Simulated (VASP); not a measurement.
# Bi (Im-3m) in VASP: further runs, part 2 of 2

VASP 6.6.1. The steps go on from the part before.

## (3) Single point, PBE+D3(BJ)

This run uses another cell than the first one, of 31.12 Å³/atom, 1.034 times its volume.

Input file INCAR:

```
SYSTEM = Bi
PREC = Accurate
ENCUT = 500
EDIFF = 1E-6
ISMEAR = 0
SIGMA = 0.1
LREAL = .False.
LASPH = .True.
NELM = 120
ALGO = Normal
ISIF = 2
LWAVE = .False.
LCHARG = .False.
GGA = PE
IVDW = 12
NBANDS = 14
GGA_COMPAT = .False.
```

Input file KPOINTS:

```
Automatic mesh
0
Gamma
  16 16 16
  0 0 0
```

Input file POSCAR:

```
Bi
1.0
   -1.9814305318      1.9814305318      1.9814305318
    1.9814305318     -1.9814305318      1.9814305318
    1.9814305318      1.9814305318     -1.9814305318
Bi
1
Direct
    0.0000000000      0.0000000000      0.0000000000
```

Potentials or basis: VASP PAW PBE potentials, release 64 (Bi_d).

Run with:

```console
cat potpaw_PBE.64/Bi_d/POTCAR > POTCAR
mpirun -np 1 vasp_std > vasp.out
```

OUTCAR:

```text
SYSTEM = Bi
   PREC = Accurate
   ENCUT = 500
   EDIFF = 1E-6
   ISMEAR = 0
   LREAL = .False.
   LASPH = .True.
   NELM = 120
   ISIF = 2
   GGA = PE
   IVDW = 12
 IVDW          = 12

 ion  position               nearest neighbor table
   1  0.000  0.000  0.000-

  LATTYP: Found a body centered cubic cell.
 ALAT       =     3.9628610636

  Lattice vectors:

 A1 = (  -1.9814305318,   1.9814305318,   1.9814305318)
 A2 = (   1.9814305318,  -1.9814305318,   1.9814305318)
 A3 = (   1.9814305318,   1.9814305318,  -1.9814305318)

Analysis of symmetry for initial positions (statically):
=====================================================================
 Subroutine PRICEL returns:
 Original cell was already a primitive cell.

 Routine SETGRP: Setting up the symmetry group for a
 body centered cubic supercell.

 Subroutine GETGRP returns: Found 48 space group operations
 (whereof 48 operations were pure point group operations)
 out of a pool of 48 trial point group operations.

The static configuration has the point symmetry O_h .

Analysis of symmetry for dynamics (positions and initial velocities):
=====================================================================
 Subroutine PRICEL returns:
 Original cell was already a primitive cell.

 Routine SETGRP: Setting up the symmetry group for a
 body centered cubic supercell.

 Subroutine GETGRP returns: Found 48 space group operations
 (whereof 48 operations were pure point group operations)
 out of a pool of 48 trial point group operations.

The dynamic configuration has the point symmetry O_h .

 Subroutine INISYM returns: Found 48 space group operations
 (whereof 48 operations are pure point group operations),
 and found     1 'primitive' translations

----------------------------------------------------------------------------------------

                                     Primitive cell

  volume of cell :      31.1169

  direct lattice vectors                    reciprocal lattice vectors
    -1.981430532  1.981430532  1.981430532     0.000000000  0.252342937  0.252342937
     1.981430532 -1.981430532  1.981430532     0.252342937  0.000000000  0.252342937
     1.981430532  1.981430532 -1.981430532     0.252342937  0.252342937  0.000000000

  length of vectors
     3.431938353  3.431938353  3.431938353     0.356866804  0.356866804  0.356866804

  position of ions in fractional coordinates (direct lattice)
     0.000000000  0.000000000  0.000000000

  ion indices of the primitive-cell ions
   primitive index   ion index
                 1           1

----------------------------------------------------------------------------------------

 KPOINTS: Automatic mesh

Automatic generation of k-mesh.
 Grid dimensions read from file:
 generate k-points for:   16   16   16

 Generating k-lattice:

  Cartesian coordinates                     Fractional coordinates (reciprocal lattice)
     0.000000000  0.015771434  0.015771434     0.062500000  0.000000000  0.000000000
     0.015771434  0.000000000  0.015771434     0.000000000  0.062500000  0.000000000
     0.015771434  0.015771434  0.000000000     0.000000000  0.000000000  0.062500000

  Length of vectors
     0.022304175  0.022304175  0.022304175

  Shift w.r.t. Gamma in fractional coordinates (k-lattice)
     0.000000000  0.000000000  0.000000000

 Subroutine IBZKPT returns following result:
 ===========================================

 Found    145 irreducible k-points:

 Following reciprocal coordinates:
            Coordinates               Weight
  0.000000  0.000000  0.000000      1.000000
  0.062500  0.000000  0.000000     12.000000
  0.125000  0.000000  0.000000     12.000000
  0.187500  0.000000  0.000000     12.000000
  0.250000  0.000000  0.000000     12.000000
  0.312500  0.000000  0.000000     12.000000
[... 16 lines left out ...]
  0.187500  0.187500  0.000000     24.000000
  0.250000  0.187500  0.000000     48.000000
 [... further k-points ...]
   k-points           NKPTS =    145   k-points in BZ     NKDIM =    145   number of bands    NBANDS=     14
   number of dos      NEDOS =    301   number of ions     NIONS =      1
   total plane-waves  NPLWV =  21952
   dimension x,y,z NGX =    28 NGY =   28 NGZ =   28
   dimension x,y,z NGXF=    56 NGYF=   56 NGZF=   56
   ions per type =               1
   NGX,Y,Z   is equivalent  to a cutoff of  13.56, 13.56, 13.56 a.u.
   NGXF,Y,Z  is equivalent  to a cutoff of  27.13, 27.13, 27.13 a.u.
 SYSTEM =  Bi
   PREC   = accura    normal or accurate (medium, high low for compatibility)
   ISTART =      0    job   : 0-new  1-cont  2-samecut
   ICHARG =      2    charge: 1-file 2-atom 10-const
   ISPIN  =      1    spin polarized calculation?
   LNONCOLLINEAR =      F non collinear calculations
   LSORBIT =      F    spin-orbit coupling
   LASPH  =      T    aspherical Exc in radial PAW
   ENCUT  =  500.0 eV  36.75 Ry    6.06 a.u.   6.26  6.26  6.26*2*pi/ulx,y,z
   NELM   =    120;   NELMIN=  2; NELMDL= -5     # of ELM steps
   EDIFF  = 0.1E-05   stopping-criterion for ELM
   LREAL  =      F    real-space projection
   EDIFFG = 0.1E-04   stopping-criterion for IOM
   NSW    =      0    number of steps for IOM
   IBRION =     -1    ionic relax: 0-MD 1-quasi-New 2-CG
   NFREE  =      0    steps in history (QN), initial steepest desc. (CG)
   ISIF   =      2    stress and relaxation
   ISYM   =      2    0-nonsym 1-usesym 2-fastsym
   POTIM  = 0.5000    time-step for ionic-motion
   TEBEG  =    0.0;   TEEND  =   0.0 temperature during run
   PSTRESS=    0.0 pullay stress
   NELECT =      15.0000    total number of electrons
   NUPDOWN=      -1.0000    fix difference up-down
   EMIN   =  10.00;   EMAX   =-10.00  energy-range for DOS
   EFERMI =   0.00;   METHOD = LEGACY
   ISMEAR =     0;   SIGMA  =   0.10  broadening in eV -4-tet -1-fermi 0-gaus
   EFERMI_NEDOS =   21; number of points for ismear=-14 and -15
   IALGO  =     38    algorithm
   IMIX   =      4    mixing-type and parameters
     AMIX     =   0.40;   BMIX     =  1.00
     AMIX_MAG =   1.60;   BMIX_MAG =  1.00
  volume/ion in A,a.u.               =      31.12       209.99
  Fermi-wavevector in a.u.,A,eV,Ry     =   1.283630  2.425708 22.418388  1.647705
  Thomas-Fermi vector in A             =   2.415871
   LORBIT       =      0    0 simple, 1 ext, 2 COOP (PROOUT), +10 PAW based schemes
   GGA     = PE    functional components
   LHFCALC =     F    Hartree Fock is set to
   AEXX    =    0.0000 exact exchange contribution
   IVDW    =    12    specifies the selected vdW correction
   LEPSILON=     F    determine dielectric tensor
   LRPA    =     F    only Hartree local field effects (RPA)
 non-spin polarized calculation
 Gauss-broadening in eV      SIGMA  =   0.10
  energy-cutoff  :      500.00
  volume of cell :       31.12
 maximum number of plane-waves:       802
 NGX is ok and might be reduce to    28
   NGX = 13   NGY = 13   NGZ = 13

 number of electron      14.9999994 magnetization

 Free energy of the ion-electron system (eV)
  ---------------------------------------------------
  ext. energy  EPLUGINS =         0.00000000
  ---------------------------------------------------
  free energy    TOTEN  =        -3.75495193 eV

  energy without entropy =       -3.75055903  energy(sigma->0) =       -3.75275548

 E-fermi :   7.9007     XC(G=0): -10.2931

 val. band max:        7.8932688981   @ k =   0.2500   0.2500   0.1250
 cond. band min:       7.9089763408   @ k =  -0.1875   0.2500   0.0625
 fundamental gap:      0.0157074427
 Fermi energy:         7.9006957521

 k-point     1 :       0.0000    0.0000    0.0000
  band No.  band energies     occupation
      1     -15.1211      2.00000
      2     -15.1211      2.00000
      3     -15.1211      2.00000
      4     -14.9925      2.00000
      5     -14.9925      2.00000
      6      -5.6021      2.00000
      7      13.0388      0.00000
      8      13.0388      0.00000
      9      13.0388      0.00000
     10      17.0482      0.00000
     11      18.3949      0.00000
     12      18.3949      0.00000
     13      18.3949      0.00000
     14      19.5989      0.00000
[... 375 lines left out ...]
 k-point    24 :       0.2500    0.1875    0.0000
  band No.  band energies     occupation
      1     -15.1332      2.00000
      2     -15.0802      2.00000
      3     -15.0125      2.00000
      4     -15.0058      2.00000
      5     -14.9572      2.00000
      6      -3.2374      2.00000
      7       4.9330      2.00000
      8       7.8061      1.81903
      9      10.8278      0.00000
     10      15.8318      0.00000
     11      17.2948      0.00000
     12      19.5615      0.00000
     13      21.6779      0.00000
     14      22.0756      0.00000

 [... further k-points ...]

------------------------ aborting loop because EDIFF is reached ----------------------------------------

 Edisp (eV)   -0.50665

 E8    (eV) :    -0.2491

  FORCE on cell =-STRESS in cart. coord.  units (eV):
  Direction    XX          YY          ZZ          XY          YZ          ZX
  --------------------------------------------------------------------------------------
  -------------------------------------------------------------------------------------
  Total      -0.35154    -0.35154    -0.35154    -0.00000     0.00000    -0.00000
  in kB     -18.10026   -18.10026   -18.10026    -0.00000     0.00000    -0.00000
  external pressure =      -18.10 kB  Pullay stress =        0.00 kB

 VOLUME and BASIS-vectors are now :
 -----------------------------------------------------------------------------
  energy-cutoff  :      500.00
  volume of cell :       31.12
      direct lattice vectors                 reciprocal lattice vectors
    -1.981430532  1.981430532  1.981430532     0.000000000  0.252342937  0.252342937
     1.981430532 -1.981430532  1.981430532     0.252342937  0.000000000  0.252342937
     1.981430532  1.981430532 -1.981430532     0.252342937  0.252342937  0.000000000

 POSITION                                       TOTAL-FORCE (eV/Angst)
 -----------------------------------------------------------------------------------
      0.00000      0.00000      0.00000        -0.000000      0.000000      0.000000
 -----------------------------------------------------------------------------------
    total drift:                                0.000000      0.000000      0.000000

  FREE ENERGIE OF THE ION-ELECTRON SYSTEM (eV)
  ---------------------------------------------------
  free  energy   TOTEN  =        -4.2615978439 eV

  energy  without entropy=       -4.2572049488  energy(sigma->0) =       -4.25940140
```

stdout:

```text
POSCAR found type information on POSCAR Bi
 POSCAR found :  1 types and       1 ions
 scaLAPACK will be used
 LDA part: xc-table for (Slater+PW92), standard interpolation
 POSCAR, INCAR and KPOINTS ok, starting setup
 FFT: planning ... GRIDC
 FFT: planning ... GRID_SOFT
 FFT: planning ... GRID
 WAVECAR not read
 entering main loop
```

Wall time 66 s (1 thread of AMD EPYC 7R13, shared host); peak memory 0.17 GiB.

What came out:

- Free energy: -4.2616 eV
- Pressure: -1.8 GPa
- Dispersion energy per atom: -0.507 eV

Levels at points of the mesh, in eV from the Fermi level:
| k point | band 3 | band 4 | band 5 | band 6 | band 7 | band 8 | band 9 | band 10 | band 11 | band 12 |
| --- | --- | --- | --- | --- | --- | --- | --- | --- | --- | --- |
| (0.00, 0.00, 0.00) | -23.02 | -22.89 | -22.89 | -13.50 | 5.14 | 5.14 | 5.14 | 9.15 | 10.49 | 10.49 |
| (0.50, 0.00, 0.00) | -22.90 | -22.90 | -22.81 | -10.45 | -5.05 | 1.59 | 3.48 | 5.99 | 7.58 | 12.41 |
| (0.50, 0.50, 0.50) | -22.83 | -22.83 | -22.83 | -8.35 | -1.78 | -1.78 | -1.78 | 3.55 | 3.55 | 15.37 |

Caveat: spin-orbit coupling is left out, which moves the levels of the heavy elements; pairwise dispersion overbinds metals, which lowers pressure and volume.
